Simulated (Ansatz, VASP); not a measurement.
## Two plane-wave programs on C

INCAR

```
PREC = Accurate ; ENCUT = 520
EDIFF = 1E-7 ; ISMEAR = 0
SIGMA = 0.1 ; LREAL = F
LASPH = T ; NELM = 100
ALGO = Normal ; ISIF = 2
LWAVE = F ; LCHARG = F
GGA = PE ; NBANDS = 16
```

KPOINTS

```
Automatic mesh
0
Gamma
  6 6 6
```

Contents of POSCAR:

```
C
1.0
    3.2084004900      0.0000000000      0.0000000000
   -1.6042002400      2.7785563300      0.0000000000
    0.0000000000      0.0000000000      2.8652681600
C
4
Direct
    0.5000000000      0.0000000000      0.2534999100
    0.0000000000      0.5000000000      0.2534999100
    0.5000000000      0.5000000000      0.2534999100
    0.0000000000      0.0000000000      0.5864691200
```

Input for Ansatz:

```yaml
crystal:
  lattice:
    - [3.20840049, 0.0, 0.0]
    - [-1.60420024, 2.77855633, 0.0]
    - [0.0, 0.0, 2.86526816]
  atoms:
    - { symbol: C, position: [0.5, 0.0, 0.25349991] }
    - { symbol: C, position: [0.0, 0.5, 0.25349991] }
    - { symbol: C, position: [0.5, 0.5, 0.25349991] }
    - { symbol: C, position: [0.0, 0.0, 0.58646912] }
basis:
  ecutwfc: 420
kpoints:
  mp_grid: { grid: [6, 6, 6] }
hamiltonian:
  xc: pbe
scf:
  occupations: { method: gaussian, width: 0.1 }
  lower_state_search: "off"
output:
  forces: true
  stress: true
  eigenvalues: true
```

Alike in both runs: task single point; functional PBE; k mesh 6 × 6 × 6; occupations gaussian, width 0.1 eV; no spin polarisation.

```csv
,VASP,Ansatz
version,VASP 6.6.1,Ansatz 0.2.0
potentials or method,"VASP PAW PBE potentials, release 64 (C), cutoff 520 eV","scalar-relativistic, plane waves, PAW"
valence electrons in the cell,16,16
```

|  | VASP | Ansatz | Ansatz less VASP |
| --- | --- | --- | --- |
| gap on the k mesh at the Fermi level (eV) | none | none | - |
| rms of the force components (eV/Å) | 0.406 | 0.405 | -0.0015 |

Atom by atom the forces differ by 0.002 eV/Å (rms over components). A gap of «none» marks a metal or a gap that the smearing closes. With one functional, cell and mesh, what is left measures potentials, basis and numerics.

The k mesh is coarse, so the values compare programs but aren't converged.
